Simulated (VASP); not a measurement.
A run of VASP 6.6.1 is set up as follows.

INCAR

```
SYSTEM = LiH
  PREC = Accurate
  ENCUT = 600
  EDIFF = 1E-7
  ISMEAR = 0
  SIGMA = 0.01
  LREAL = .FALSE.
  LASPH = .TRUE.
  NELM = 80
  ALGO = Normal
  ISIF = 3
  LWAVE = .FALSE.
  LCHARG = .FALSE.
  GGA = PE
  IBRION = 2
  NSW = 100
  EDIFFG = -0.01
```

KPOINTS

```
Automatic mesh
0
G
  12 12 4
  0 0 0
```

Contents of POSCAR:

```
LiH
1.0
    2.8952716642      0.0000000000      0.0000000000
   -1.4476358321      2.5073788121      0.0000000000
    0.0000000000      0.0000000000     15.5110843012
Li H
6 6
Direct
    0.0000000000      0.0000000000      0.1188676214
    0.0000000000      0.0000000000      0.2778022514
    0.6666666667      0.3333333333      0.4458062846
    0.3333333333      0.6666666667      0.6184093087
    0.3333333333      0.6666666667      0.7832445456
    0.6666666667      0.3333333333      0.9457724181
    0.0000000000      0.0000000000      0.0102086467
    0.3333333333      0.6666666667      0.1884251116
    0.6666666667      0.3333333333      0.3372800569
    0.6666666667      0.3333333333      0.5502192232
    0.0000000000      0.0000000000      0.6910728062
    0.0000000000      0.0000000000      0.8551019657
```

Potentials or basis: VASP PAW PBE potentials, release 64 (Li_sv, H).

Command:

```console
$ cat potpaw_PBE.64/Li_sv/POTCAR potpaw_PBE.64/H/POTCAR > POTCAR
$ mpirun -np 1 vasp_std > vasp.out
```

**Question.** Predict the relaxed volume.

**Answer.** 9.32 Å³/atom.

**Question.** Predict the space group after relaxing (to 0.1 Å).

**Answer.** P3m1 (No. 156).

Step by step:
```tsv
step	energy change (eV)	largest force (eV/Å)	pressure (GPa)	volume (Å³)
1	0.0000	0.0454	-0.19	112.60
2	-0.0006	0.0321	-0.14	112.42
3	-0.0010	0.0442	-0.01	111.96
4	-0.0010	0.0317	-0.04	112.05
5	-0.0012	0.0151	-0.02	111.93
6	-0.0013	0.0123	-0.01	111.84
7	-0.0013	0.0118	-0.01	111.85
8	-0.0013	0.0036	0.00	111.83
```

Caveat: the cutoff is under 1.25 times the usual one of these potentials, so pressure, stress and relaxed cells hold a basis-set (Pulay) error.
